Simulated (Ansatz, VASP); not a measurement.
One calculation of NbSi2, two programs

Contents of POSCAR:

```
NbSi2
1.0
    4.8190000000      0.0000000000      0.0000000000
   -2.4095000000      4.1733764200      0.0000000000
    0.0000000000      0.0000000000      6.5920000000
Nb Si
3 6
Direct
    0.5000000000      0.0000000000      0.5000000000
    0.5000000000      0.5000000000      0.8333333300
    0.0000000000      0.5000000000      0.1666666700
    0.1599000000      0.3198000000      0.5000000000
    0.8401000000      0.1599000000      0.8333333300
    0.6802000000      0.8401000000      0.1666666700
    0.8401000000      0.6802000000      0.5000000000
    0.1599000000      0.8401000000      0.8333333300
    0.3198000000      0.1599000000      0.1666666700
```

Contents of INCAR.step1:

```
  PREC = Accurate
  ENCUT = 600
  ISMEAR = -1
  SIGMA = 0.1
  LREAL = False
  LASPH = True
  NELM = 60
  GGA = PE
  ALGO = Normal
  EDIFF = 1E-4
  LWAVE = True
  LCHARG = False
```

The input INCAR.step2:

```
  PREC = Accurate
  ENCUT = 600
  EDIFF = 1E-6
  ISMEAR = -1
  SIGMA = 0.1
  LREAL = False
  LASPH = True
  NELM = 60
  ALGO = Normal
  ISIF = 3
  LWAVE = False
  LCHARG = False
  METAGGA = R2SCAN
  LMIXTAU = True
  IBRION = 2
  NSW = 80
  EDIFFG = -0.01
  ISTART = 1
```

KPOINTS

```
Automatic mesh
0
Gamma
  8 8 5
```

Input for Ansatz:

```yaml
crystal:
  lattice:
    - [4.819, 0.0, 0.0]
    - [-2.4095, 4.17337642, 0.0]
    - [0.0, 0.0, 6.592]
  atoms:
    - { symbol: Nb, position: [0.5, 0.0, 0.5] }
    - { symbol: Nb, position: [0.5, 0.5, 0.83333333] }
    - { symbol: Nb, position: [0.0, 0.5, 0.16666667] }
    - { symbol: Si, position: [0.1599, 0.3198, 0.5] }
    - { symbol: Si, position: [0.8401, 0.1599, 0.83333333] }
    - { symbol: Si, position: [0.6802, 0.8401, 0.16666667] }
    - { symbol: Si, position: [0.8401, 0.6802, 0.5] }
    - { symbol: Si, position: [0.1599, 0.8401, 0.83333333] }
    - { symbol: Si, position: [0.3198, 0.1599, 0.16666667] }
  symmetry: { tolerance: 0.0003 }
hamiltonian:
  xc: r2scan
  pseudopotentials: { kind: paw, azcp: { folder: soft_1 } }
basis:
  ecutwfc: 500
magnetization:
  spin_polarized: false
scf:
  occupations: { method: fermi_dirac, width: 0.1 }
kpoints:
  mp_grid: { grid: [8, 8, 5], shift: [0, 0, 0] }
output:
  forces: true
  stress: true
  eigenvalues: true
relax:
  max_steps: 60
  cell: {}
```

Alike in both runs: task relaxation of cell and atoms; functional r2SCAN; k mesh 8 × 8 × 5; occupations fermi-dirac, width 0.1 eV; no spin polarisation.

```csv
,VASP,Ansatz
version,VASP 6.6.1,Ansatz 0.2.0
potentials or method,"VASP PAW PBE potentials, release 64 (Nb_sv, Si), cutoff 600 eV",PAW plane waves
valence electrons in the cell,63,63
```

VASP gave:

| Quantity | Value |
| --- | --- |
| gap on the k mesh at the Fermi level, each at its own relaxed structure (eV) | none |
| relaxed volume (Å³/atom) | 14.55 |
| relaxed length of the cell vector where the two differ most in proportion (Å) | 4.793 |

**Question.** Estimate Ansatz's values.

**Answer.** gap on the k mesh at the Fermi level, each at its own relaxed structure (eV): none; relaxed volume (Å³/atom): 14.57; relaxed length of the cell vector where the two differ most in proportion (Å): 4.796.

VASP's potentials were made for PBE, not for r2SCAN. A gap of «none» marks a metal or a gap that the smearing closes.
